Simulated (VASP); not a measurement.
# CdS in VASP: notebook, part 2 of 2

VASP 6.6.1. The steps go on from the part before.

## (4) Single point, PBE (strain -1.5%)

Input file INCAR:

```
SYSTEM = CdS
PREC = Accurate
ENCUT = 520
EDIFF = 1E-6
ISMEAR = 0
SIGMA = 0.01
LREAL = .False.
LASPH = .True.
NELM = 60
ALGO = Normal
ISIF = 2
LWAVE = .False.
LCHARG = .False.
GGA = PE
NBANDS = 16
```

Input file KPOINTS:

```
Automatic mesh
0
Gamma
  4 4 4
  0 0 0
```

Input file POSCAR:

```
CdS
1.0
    0.0000000000      2.8951266139      2.8951266139
    2.8951266139      0.0000000000      2.8951266139
    2.8951266139      2.8951266139      0.0000000000
Cd S
1 1
Direct
    0.0000000000      0.0000000000      0.0000000000
    0.2500000000      0.2500000000      0.2500000000
```

On the command line:

```bash
cat potpaw_PBE.64/Cd/POTCAR potpaw_PBE.64/S/POTCAR > POTCAR
mpirun -np 1 vasp_std > vasp.out
```

Wall time 12 s (1 thread of Intel Xeon 6975P-C, shared host); peak memory 0.16 GiB.

The run converged. Its results:

| Item | Value |
| --- | --- |
| Free energy | -6.0597 eV |
| Pressure | 5.0 GPa |
| Band gap on the k mesh | 1.19 eV, direct |

Levels at points of the mesh, in eV from the valence-band top:
```tsv
k point	band 6	band 7	band 8	band 9	band 10	band 11	band 12	band 13
(0.00, 0.00, 0.00)	-7.32	0.00	0.00	0.00	1.19	6.52	6.52	6.52
(0.50, 0.00, 0.00)	-6.92	-4.55	-0.79	-0.79	3.04	7.00	7.00	7.54
(0.50, 0.50, 0.00)	-6.86	-4.06	-1.96	-1.96	3.50	4.36	9.33	10.90
```

Caveat: the k points lie up to 0.47 Å⁻¹ apart; the cell differs from its parent crystal (strain -1.5%).

## (5) Single point, PBE (uniaxial z strain +2.5%)

Input file INCAR:

```
  PREC = Accurate
  ENCUT = 520
  EDIFF = 1E-6
  ISMEAR = 0
  SIGMA = 0.01
  LREAL = False
  LASPH = True
  NELM = 100
  ALGO = Normal
  ISIF = 2
  LWAVE = False
  LCHARG = True
  GGA = PE
  LELF = True
  LVHAR = True
  NBANDS = 16
```

Input file KPOINTS:

```
Automatic mesh
0
Gamma
  4 4 4
```

Input file POSCAR:

```
CdS
1.0
    0.0000000000      2.9392148365      3.0126952074
    2.9392148365      0.0000000000      3.0126952074
    2.9392148365      2.9392148365      0.0000000000
Cd S
1 1
Direct
    0.0000000000      0.0000000000      0.0000000000
    0.2500000000      0.2500000000      0.2500000000
```

Potentials or basis: VASP PAW PBE potentials, release 64 (Cd, S).

On the command line:

```bash
cat potpaw_PBE.64/Cd/POTCAR potpaw_PBE.64/S/POTCAR > POTCAR
mpirun -np 1 vasp_std > vasp.out
```

OUTCAR:

```text
PREC = Accurate
   ENCUT = 520
   EDIFF = 1E-6
   ISMEAR = 0
   LREAL = False
   LASPH = True
   NELM = 100
   ISIF = 2
   GGA = PE

 ion  position               nearest neighbor table
   1  0.000  0.000  0.000-   2 2.57   2 2.57   2 2.57   2 2.57
   2  0.250  0.250  0.250-   1 2.57   1 2.57   1 2.57   1 2.57

  LATTYP: Found a body centered tetragonal cell.
 ALAT       =     4.1566774845
 C/A-ratio  =     1.4495689014

  Lattice vectors:

 A1 = (  -2.9392148365,   0.0000000000,   3.0126952074)
 A2 = (   2.9392148365,   0.0000000000,   3.0126952074)
 A3 = (   0.0000000000,   2.9392148365,  -3.0126952074)

Analysis of symmetry for initial positions (statically):
=====================================================================
 Subroutine PRICEL returns:
 Original cell was already a primitive cell.

 Routine SETGRP: Setting up the symmetry group for a
 body centered tetragonal supercell.

 Subroutine GETGRP returns: Found  8 space group operations
 (whereof  8 operations were pure point group operations)
 out of a pool of 16 trial point group operations.

The static configuration has the point symmetry D_2d.

[... 145 lines left out ...]

  energy without entropy =       -6.11474757  energy(sigma->0) =       -6.11474757

 E-fermi :   1.0724     XC(G=0):  -8.9186

 val. band max:        0.9622564292   @ k =   0.0000   0.0000   0.0000
 cond. band min:       1.9673921493   @ k =   0.0000   0.0000   0.0000
 fundamental gap:      1.0051357201
 Fermi energy:         1.0723944442

 k-point     1 :       0.0000    0.0000    0.0000
  band No.  band energies     occupation
      1     -11.1453      2.00000
      2      -6.6605      2.00000
      3      -6.6458      2.00000
      4      -6.6458      2.00000
      5      -6.2404      2.00000
      6      -6.2333      2.00000
[... 224 lines left out ...]
      3      -6.4369      2.00000
      4      -6.2693      2.00000
      5      -6.2295      2.00000
      6      -5.6694      2.00000
[... 8 lines left out ...]
     15      13.9625      0.00000
     16      14.2765      0.00000

------------------------ aborting loop because EDIFF is reached ----------------------------------------

  FORCE on cell =-STRESS in cart. coord.  units (eV):
  Direction    XX          YY          ZZ          XY          YZ          ZX
  --------------------------------------------------------------------------------------
  -------------------------------------------------------------------------------------
  Total        0.1848324      0.1848324      0.0188711      0.0000000     -0.0000000      0.0000000
  in kB        5.6890639      5.6890639      0.5808447      0.0000000     -0.0000000      0.0000000
  external PRESSURE =       3.9863241 kB  Pullay stress =       0.0000000 kB

 VOLUME and BASIS-vectors are now :
 -----------------------------------------------------------------------------
  energy-cutoff  :      520.00
  volume of cell :       52.05
      direct lattice vectors                 reciprocal lattice vectors
     0.000000000  2.939214837  3.012695207    -0.170113458  0.170113458  0.165964349
     2.939214837  0.000000000  3.012695207     0.170113458 -0.170113458  0.165964349
     2.939214837  2.939214837  0.000000000     0.170113458  0.170113458 -0.165964349

 POSITION                                       TOTAL-FORCE (eV/Angst)
 -----------------------------------------------------------------------------------
      0.00000      0.00000      0.00000         0.000000      0.000000      0.000000
      1.46961      1.46961      1.50635        -0.000000     -0.000000      0.000000
 -----------------------------------------------------------------------------------
    total drift:                               -0.000000     -0.000000     -0.000001

  FREE ENERGIE OF THE ION-ELECTRON SYSTEM (eV)
  ---------------------------------------------------
  free  energy   TOTEN  =        -6.1147475688 eV

  energy  without entropy=       -6.1147475688  energy(sigma->0) =       -6.11474757
```

stdout:

```text
POSCAR found type information on POSCAR CdS
 POSCAR found :  2 types and       2 ions
 scaLAPACK will be used
 LDA part: xc-table for (Slater+PW92), standard interpolation
 POSCAR, INCAR and KPOINTS ok, starting setup
 FFT: planning ... GRIDC
 FFT: planning ... GRID_SOFT
 FFT: planning ... GRID
 WAVECAR not read
 entering main loop
```

Run time: 27 s. Hardware: 1 thread of Intel Xeon 6975P-C, shared host; peak memory 0.18 GiB.

What came out:

```
Free energy            : -6.1147 eV
Pressure               : 0.4 GPa
Band gap on the k mesh : 1.01 eV, direct
```

Caveat: the k points lie up to 0.46 Å⁻¹ apart; the cell differs from its parent crystal (uniaxial z strain +2.5%).

## (6) Summary

```csv
level,cell,k mesh,gap on the mesh (eV),pressure (GPa)
r2SCAN,"a = 4.209, b = 4.209, c = 4.157 Å, angles 60.4, 60.4, 59.2°, 2 atoms",8 × 8 × 8,1.45,-1.2
PBE,"a = 4.157 Å, angles 60.0°, 2 atoms",4 × 4 × 4,1.09,1.9
PBE,"a = 4.094 Å, angles 60.0°, 2 atoms",4 × 4 × 4,1.19,5.0
PBE,"a = 4.209, b = 4.209, c = 4.157 Å, angles 60.4, 60.4, 59.2°, 2 atoms",4 × 4 × 4,1.01,0.4
```

Alike in all rows: task single point; potentials or basis VASP PAW PBE potentials, release 64 (Cd, S); no spin polarisation; cutoff (eV) 520; smearing gaussian 0.01 eV.

Caveats: some runs use coarse meshes; the PAW data sets were made with another functional, which shifts forces and pressure a little (some runs).

Absolute energies hang on the potentials; compare differences alone.
